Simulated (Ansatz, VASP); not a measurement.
One calculation of BeTe, two programs

```
Be Te
1.0
     0.00000    2.82862    2.82862
     2.82862    0.00000    2.82862
     2.82862    2.82862    0.00000
Be Te
1 1
Direct
  0.00000 0.00000 0.00000
  0.25000 0.25000 0.25000
```

Alike in both runs: task single point; functional PBEsol; k mesh 6 × 6 × 6; no spin polarisation.

|  | VASP | Ansatz |
| --- | --- | --- |
| version | VASP 6.6.1 | Ansatz 0.2.0 |
| potentials or method | VASP PAW PBE potentials, release 64 (Be, Te) | plane waves |
| plane-wave cutoff (eV) | 600 | 420 |
| occupations | gaussian, width 0.01 eV | fixed |
| valence electrons in the cell | 8 | 18 |

```csv
,VASP,Ansatz,Ansatz less VASP
gap on the k mesh at the Fermi level (eV),1.88,1.90,+0.017
pressure (GPa),-1.3,-1.6,-0.24
```

VASP's potentials were made for PBE, not for PBEsol. VASP's potentials hold 8 valence electrons a cell and Ansatz's 18, so a difference there can come from the potentials and not from the codes.

Spin-orbit coupling is off throughout.
